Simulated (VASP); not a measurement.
Set up this calculation in VASP 6.6.1, as the native input.

* Task: single point
* Functional: LDA
* Potentials or basis: VASP PAW LDA potentials, release 64 (Ta_pv, N)
* Cutoff: 520 eV
* k mesh: 18 × 18 × 18
* Occupations: gaussian, width 0.15 eV
* Spin: no spin polarisation
* Dipole correction: no
* Further INCAR settings: ALGO = Normal; EDIFF = 1e-06; NBANDS = 15

The structure of TaN lies in POSCAR:

```
TaN
1.0
    0.0000000000      2.2031871567      2.1742693740
    2.2031871567      0.0000000000      2.1742693740
    2.2031871567      2.2031871567      0.0000000000
Ta N
1 1
Direct
    0.4978193580      0.5021806420      0.5021806420
    0.0281703825     -0.0281703825     -0.0281703825
```

This cell differs from its parent crystal: atoms displaced along a vibrational mode, the cell strained.

One way to write it, as run:

INCAR

```
SYSTEM = TaN
PREC = Accurate
ENCUT = 520
EDIFF = 1E-6
ISMEAR = 0
SIGMA = 0.15
LREAL = .FALSE.
LASPH = .TRUE.
NELM = 80
ALGO = Normal
ISIF = 2
LWAVE = .FALSE.
LCHARG = .FALSE.
GGA = CA
NBANDS = 15
```

KPOINTS

```
regular mesh
0
G
  18 18 18
  0 0 0
```

Potentials or basis: VASP PAW LDA potentials, release 64 (Ta_pv, N).

The run is started by

```sh
$ cat potpaw_LDA.64/Ta_pv/POTCAR potpaw_LDA.64/N/POTCAR > POTCAR
$ mpirun -np 1 vasp_std > vasp.out
```

Results of the run:

```json
{
  "Pressure": "-4.5 GPa",
  "Largest force": "1.070 eV/Å",
  "Band gap on the k mesh": "zero (bands 8 and 9 overlap by 3.58 eV)"
}
```

Caveat: the cell differs from its parent crystal (atoms displaced along a vibrational mode, the cell strained); the cell stands under tension; spin-orbit coupling is left out, which moves the levels of the heavy elements; forces of over 1 eV/Å act on the atoms, so gaps and moduli don't describe the material at rest.

Wall time 2.4 min on 1 thread of AMD EPYC 9R14 (Zen 4), with other jobs on the host, peak memory 0.34 GiB.
